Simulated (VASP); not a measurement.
Write the native input for VASP 6.6.1 that does the following.

- Task: single point
- Functional: PBEsol
- Potentials or basis: VASP PAW PBE potentials, release 64 (Cd_sv_GW, H, O)
- Cutoff: 700 eV
- k mesh: 9 × 9 × 6
- Occupations: gaussian, width 0.05 eV
- Spin: no spin polarisation
- Dipole correction: no
- Further INCAR settings: ALGO = Normal; EDIFF = 1e-06; NBANDS = 25

The structure of CdH2O2 lies in POSCAR:

```
CdH2O2
1.0
    3.5155259648      0.0000000000      0.0000000000
   -1.7577629824      3.0445347931      0.0000000000
    0.0000000000      0.0000000000      4.5036899113
Cd H O
1 2 2
Direct
    0.0000000000      0.0000000000      0.0000000000
    0.6666666667      0.3333333333      0.5509607200
    0.3333333333      0.6666666667      0.4490392800
    0.6666666667      0.3333333333      0.7593720000
    0.3333333333      0.6666666667      0.2406280000
```

This cell differs from its parent crystal: strain +0.000 along x and y, -0.030 along z.

The input as run:

INCAR

```
SYSTEM = CdH2O2
ALGO = Normal
EDIFF = 1E-6
ENCUT = 700
GGA = PS
GGA_COMPAT = .FALSE.
ISIF = 2
ISMEAR = 0
LASPH = .TRUE.
LCHARG = .FALSE.
LREAL = .FALSE.
LWAVE = .FALSE.
NBANDS = 25
NELM = 120
PREC = Accurate
SIGMA = 0.05
```

KPOINTS

```
k-points
0
G
  9 9 6
  0 0 0
```

Potentials or basis: VASP PAW PBE potentials, release 64 (Cd_sv_GW, H, O).

Command:

```bash
$ cat potpaw_PBE.64/Cd_sv_GW/POTCAR potpaw_PBE.64/H/POTCAR potpaw_PBE.64/O/POTCAR > POTCAR
$ mpirun -np 1 vasp_std > vasp.out
```

It gave:

```
Pressure               : 4.7 GPa
Largest force          : 2.238 eV/Å
Band gap on the k mesh : 1.72 eV (least direct gap 2.11 eV)
```

Caveat: the cell differs from its parent crystal (strain +0.000 along x and y, -0.030 along z); the stress differs along the axes, from -0 to 15 GPa; the PAW data sets were made with another functional, which shifts forces and pressure a little.

Wall time 88 s on 1 thread of AMD EPYC 7R13 Processor (Zen 3), on a shared host, peak memory 0.25 GiB.
